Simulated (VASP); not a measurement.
Li32HF32 (a cell with a defect): single point with PBEsol

System: Li32HF32 (a cell with a defect).

```
F Li H
1.0
     8.01519    0.00000    0.00000
     0.00000    8.01519    0.00000
     0.00000    0.00000    8.01519
F Li H
32 32 1
Direct
  0.25336 0.99349 0.99714
  0.24659 0.00034 0.51198
  0.25902 0.49278 0.00303
  0.25711 0.49816 0.49431
  0.75432 0.00038 0.99928
  0.75318 0.00374 0.50561
  0.75040 0.49894 0.99605
  0.74903 0.50099 0.50054
  0.99617 0.24797 0.99546
  0.99960 0.25119 0.51155
  0.99900 0.74541 0.99275
  0.99997 0.75053 0.50050
  0.49659 0.25246 0.00049
  0.49534 0.24792 0.50061
  0.49626 0.75556 0.99830
  0.49763 0.74761 0.50714
  0.00149 0.99300 0.24593
  0.99280 0.99452 0.75060
  0.00860 0.49563 0.24746
  0.00707 0.50195 0.74118
  0.49316 0.99948 0.24272
  0.50195 0.01121 0.74472
  0.49922 0.50356 0.25407
  0.49921 0.50153 0.75136
  0.24084 0.25688 0.24631
  0.25336 0.24544 0.76456
  0.24818 0.74911 0.25225
  0.24784 0.75111 0.75894
  0.75098 0.24587 0.24825
  0.75710 0.24455 0.75379
  0.75164 0.74236 0.25711
  0.75273 0.74750 0.74787
  0.00224 0.00405 0.00298
  0.99640 0.99490 0.49617
  0.00312 0.50492 0.00559
  0.00129 0.49931 0.49477
  0.50007 0.99906 0.00767
  0.49147 0.99500 0.49944
  0.50287 0.50325 0.99184
  0.50003 0.50366 0.50655
  0.24453 0.24663 0.99318
  0.24576 0.26057 0.50370
  0.24841 0.75524 0.00461
  0.25145 0.74717 0.50762
  0.76305 0.24488 0.99764
  0.75702 0.24431 0.50388
  0.74642 0.75827 0.99443
  0.74476 0.75298 0.49683
  0.24889 0.99394 0.25455
  0.25720 0.99869 0.73674
  0.24401 0.49575 0.24586
  0.24753 0.49870 0.74674
  0.74701 0.99633 0.25166
  0.74858 0.00432 0.74845
  0.74612 0.50382 0.24652
  0.75266 0.50047 0.75480
  0.00366 0.25522 0.25357
  0.00513 0.24299 0.74862
  0.99709 0.74045 0.24593
  0.99994 0.74957 0.74665
  0.49983 0.24833 0.25054
  0.49862 0.25378 0.75313
  0.50028 0.74723 0.25649
  0.50055 0.74229 0.75527
  0.37173 0.36561 0.36575
```

```
Program                : VASP 6.6.1
Task                   : single point
Functional             : PBEsol
Potentials or basis    : VASP PAW PBE potentials, release 64 (F, Li_sv, H)
Cutoff                 : 520 eV
k mesh                 : 3 × 3 × 3
Occupations            : fermi-dirac, width 0.05 eV
Spin                   : no spin polarisation
Dipole correction      : no
Charge                 : -1
Further INCAR settings : LREAL = Auto; ALGO = Normal; EDIFF = 1e-06; NBANDS = 198; NELECT = 322.0
```

```
Largest force : 4.619 eV/Å
```

Forces in eV/Å, atoms in the order of the input:
```
F   -0.230  0.073  0.014
F   -0.083 -0.277 -0.599
F   -0.534  0.512 -0.397
F   -2.272  2.405  2.539
F   -0.201 -0.226  0.159
F   -0.034 -0.429 -0.449
F    0.232  0.143  0.017
F    0.285  0.013  0.083
F    0.086  0.110 -0.029
F   -0.012 -0.140 -0.403
F   -0.084  0.033  0.399
F   -0.092  0.050 -0.146
F    0.414 -0.241 -0.133
F    2.365 -2.066  2.442
F    0.365 -0.026 -0.095
F    0.114  0.453 -0.065
F   -0.278 -0.064  0.220
F    0.273  0.119 -0.013
F   -0.702  0.327 -0.013
F   -0.263 -0.113  0.404
F    0.384 -0.369  0.450
F    0.048 -0.680  0.317
F    2.289  2.368 -2.022
F    0.160  0.079  0.088
F   -2.745 -2.835 -2.399
F   -0.342  0.128 -0.646
F   -0.086  0.205 -0.044
F    0.182 -0.004 -0.273
F    0.297 -0.038  0.034
F   -0.054  0.333  0.035
F    0.081  0.549 -0.287
F   -0.264  0.076  0.121
Li   0.130 -0.113 -0.127
Li   0.133  0.058  0.122
Li   0.086 -0.248 -0.301
Li   0.087  0.065  0.200
Li  -0.191  0.274 -0.349
Li   0.133  0.557  0.124
Li  -0.202 -0.269  0.584
Li  -0.188 -0.594 -0.605
Li   0.282  0.052  0.617
Li   0.399 -0.112 -0.243
Li   0.097 -0.162 -0.102
Li  -0.127 -0.229 -0.160
Li  -0.450  0.150  0.083
Li  -0.494  0.252 -0.030
Li   0.083 -0.219  0.036
Li   0.169 -0.205  0.256
Li  -0.061  0.397 -0.142
Li  -0.057  0.055  0.702
Li   0.743 -0.169  0.189
Li   0.063  0.003  0.065
Li   0.094  0.219 -0.016
Li  -0.050 -0.023 -0.005
Li  -0.345 -0.336  0.136
Li   0.106 -0.139 -0.257
Li   0.069 -0.203 -0.102
Li  -0.086  0.114  0.118
Li   0.185  0.218  0.154
Li   0.050 -0.020  0.016
Li  -0.132  0.298  0.011
Li   0.048 -0.144 -0.176
Li  -0.222 -0.350 -0.167
Li  -0.089  0.248 -0.077
H    0.438  0.108  0.134
```

Levels at points of the mesh, in eV from the Fermi level:
```csv
k point,band 157,band 158,band 159,band 160,band 161,band 162,band 163,band 164,band 165,band 166
"(0.00, 0.00, 0.00)",-8.52,-8.48,-8.41,-8.30,-0.57,0.24,1.46,1.52,1.53,1.71
```

Run time: 7.1 min on 1 × NVIDIA H100 80GB with 1 thread of AMD EPYC 7R13 Processor (Zen 3), with other jobs on the host, peak memory 2 GiB.

Caveat: the cell carries a net charge on a neutralising background, which shifts energy and pressure; the cell is charged against a uniform background, so pressure and absolute levels hang on convention; the PAW data sets were made with another functional, which shifts forces and pressure a little.
